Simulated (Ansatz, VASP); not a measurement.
# One calculation of Sn, two programs

Contents of INCAR:

```
PREC = Accurate
ENCUT = 600
EDIFF = 1E-7
ISMEAR = -1
SIGMA = 0.05
LREAL = False
LASPH = True
NELM = 60
ALGO = Normal
ISIF = 3
LWAVE = False
LCHARG = False
GGA = B5
ALDAX = 1.0
AGGAX = 1.0
AGGAC = 1.0
ALDAC = 0.0
IVDW = 12
VDW_S6 = 1.0
VDW_S8 = 2.6996
VDW_A1 = 0.4298
VDW_A2 = 4.2359
IBRION = 2
NSW = 80
EDIFFG = -0.02
```

The input KPOINTS:

```
regular mesh
0
Gamma
  9 9 9
```

POSCAR

```
Sn
1.0
   -2.9401404553      2.9401404553      1.5993019889
    2.9401404553     -2.9401404553      1.5993019889
    2.9401404553      2.9401404553     -1.5993019889
Sn
2
Direct
    0.0000000000      0.0000000000      0.0000000000
    0.7500000000      0.2500000000      0.5000000000
```

input.yaml

```yaml
crystal:
  lattice:
    - [-2.9401404553, 2.9401404553, 1.5993019889]
    - [2.9401404553, -2.9401404553, 1.5993019889]
    - [2.9401404553, 2.9401404553, -1.5993019889]
  atoms:
    - { symbol: Sn, position: [0.0, 0.0, 0.0] }
    - { symbol: Sn, position: [0.75, 0.25, 0.5] }
kpoints:
  mp_grid: { grid: [9, 9, 9] }
scf:
  occupations: { method: fermi_dirac, width: 0.05 }
hamiltonian:
  xc: blyp
  dispersion: d3bj
  pseudopotentials: { kind: all_electron, lapw: { basis_error: 0.001 } }
output:
  forces: true
  stress: true
relax:
  f_tol: 0.02
  max_steps: 60
  cell: {}
```

Alike in both runs: task relaxation of cell and atoms; functional BLYP; dispersion D3(BJ); k mesh 9 × 9 × 9; occupations fermi-dirac, width 0.05 eV; no spin polarisation.

|  | VASP | Ansatz |
| --- | --- | --- |
| version | VASP 6.6.1 | Ansatz 0.2.0 |
| potentials or method | VASP PAW PBE potentials, release 64 (Sn_d), cutoff 600 eV | all-electron LAPW, scalar-relativistic |

```csv
,VASP,Ansatz,Ansatz less VASP
relaxed volume (Å³/atom),27.95,27.91,-0.042
relaxed length of the cell vector where the two differ most in proportion (Å),4.473,4.472,-0.0012
```

VASP's potentials were made for PBE, not for BLYP. Ansatz ran all-electron here, and VASP with PAW potentials.
